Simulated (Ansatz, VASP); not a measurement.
InSb3 in VASP and in Ansatz

```
In Sb
1.0
     4.97912    0.00000    0.00000
     0.00000    4.97912    0.00000
     0.00000    0.00000    4.15059
In Sb
1 3
Direct
  0.00000 0.00000 0.00000
  0.50000 0.00000 0.50000
  0.00000 0.50000 0.50000
  0.50000 0.50000 0.00000
```

Alike in both runs: task single point; functional PBEsol; k mesh 10 × 10 × 10; occupations gaussian, width 0.15 eV; no spin polarisation.

```csv
,VASP,Ansatz
version,VASP 6.6.1,Ansatz 0.2.0
potentials or method,"VASP PAW PBE potentials, release 64 (In_d, Sb), cutoff 520 eV","scalar-relativistic, plane waves, PAW"
valence electrons in the cell,28,58
```

Ansatz gave:

- gap on the k mesh at the Fermi level (eV): none
- pressure (GPa): 1.3
- traceless stress, the component that is largest in VASP (GPa): -1.30

Task: Which values does VASP return?

Result: gap on the k mesh at the Fermi level (eV): none; pressure (GPa): 1.3; traceless stress, the component that is largest in VASP (GPa): -1.31.

VASP's potentials were made for PBE, not for PBEsol, and Ansatz warns of the same on its side. A gap of «none» marks a metal or a gap that the smearing closes. The functional is the same, so the differences come from potentials, cutoffs and numerics. VASP's potentials hold 28 valence electrons a cell and Ansatz's 58, so a difference there can come from the potentials and not from the codes.

Spin-orbit coupling is off throughout.
